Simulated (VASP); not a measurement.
**Ca3SbP: single point with LDA**

Crystal: Ca3SbP.

```
Ca Sb P
1.0
     5.16392    0.00000    0.00000
     0.00000    5.16392    0.00000
     0.00000    0.00000    5.16392
Ca Sb P
3 1 1
Cartesian
  -0.0148 2.5820 2.5820
  2.5230 0.0000 2.5820
  2.5230 2.5820 0.0000
  0.0453 0.0000 0.0000
  2.5757 2.5820 2.5820
```

* Program: VASP 6.6.1
* Task: single point
* Functional: LDA
* Potentials or basis: VASP PAW LDA potentials, release 64 (Ca_sv, Sb, P)
* Cutoff: 520 eV
* k mesh: 6 × 6 × 6
* Occupations: gaussian, width 0.05 eV
* Spin: no spin polarisation
* Dipole correction: no
* Further INCAR settings: ALGO = Normal; EDIFF = 1e-07; NBANDS = 28

```
Pressure               : 2.7 GPa
Largest force          : 0.012 eV/Å
Band gap on the k mesh : 0.43 eV, direct
```

Forces in eV/Å, atoms in the order of the input:
```
Ca  -0.005  0.000  0.000
Ca   0.004  0.000  0.000
Ca   0.004  0.000  0.000
Sb  -0.012  0.000  0.000
P    0.009  0.000  0.000
```

Stress tensor (GPa, compression positive):
```
2.80 0.00 0.00
0.00 2.70 0.00
0.00 0.00 2.70
```

Levels at points of the mesh, in eV from the valence-band top:
```csv
k point,band 17,band 18,band 19,band 20,band 21,band 22,band 23,band 24
"(0.00, 0.00, 0.00)",-1.85,-0.02,0.00,0.00,0.43,0.49,0.73,0.76
"(0.50, 0.00, 0.00)",-1.71,-1.71,-1.23,-1.23,1.06,1.38,1.81,2.61
"(0.00, 0.50, 0.00)",-1.70,-1.70,-1.23,-1.22,1.06,1.38,1.81,2.60
"(0.50, 0.50, 0.00)",-1.95,-1.53,-1.52,-1.21,1.64,1.65,1.88,2.32
"(0.00, 0.50, 0.50)",-1.95,-1.52,-1.52,-1.19,1.64,1.64,1.87,2.31
"(0.50, 0.50, 0.50)",-3.46,-1.90,-1.90,-1.90,1.91,1.92,1.92,2.87
```

Run time: 3.2 min on 1 thread of Oxide Virtual Turin-like Processor, on a shared host, peak memory 0.26 GiB.

Caveat: spin-orbit coupling is left out, which moves the levels of the heavy elements. A hybrid or GW would open this gap; LDA tends to underestimate it.
